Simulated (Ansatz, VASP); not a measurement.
# Sb, level by level in two programs

```
Sb
1.0
     2.15420    1.24373    3.75800
    -2.15420    1.24373    3.75800
     0.00000   -2.48746    3.75800
Sb
2
Direct
  0.76651 0.76651 0.76651
  0.23349 0.23349 0.23349
```

Single points on this cell with VASP 6.6.1 and Ansatz 0.2.0. Each row is one pair of runs. Alike in all rows: spin: off; k mesh: 4 × 4 × 4; smearing: fermi-dirac, width 0.05 eV; Ansatz's potentials, cutoff: Ansatz PAW, 420 eV.

```csv
level,"VASP's potentials, cutoff","pressure (GPa), VASP","pressure (GPa), Ansatz","rms of the force components (eV/Å), VASP","rms of the force components (eV/Å), Ansatz"
PBE,"VASP PAW PBE potentials, release 64 (Sb), 500 eV",2.8,2.7,0.023,0.041
PBE-based global hybrid,"VASP PAW PBE potentials, release 64 (Sb), 400 eV",1.6,1.9,0.097,0.108
B3LYP5,"VASP PAW PBE potentials, release 64 (Sb), 520 eV",4.3,4.7,0.214,0.221
```

Pressure (GPa): the two programs differ by at most 0.44; rms of the force components (eV/Å): the two programs differ by at most 0.0177.

VASP's potentials hold 10 valence electrons a cell and Ansatz's 30, so a difference there can come from the potentials and not from the codes.

The k mesh is coarse, so the values compare programs but aren't converged. Neither program's run includes spin-orbit coupling.
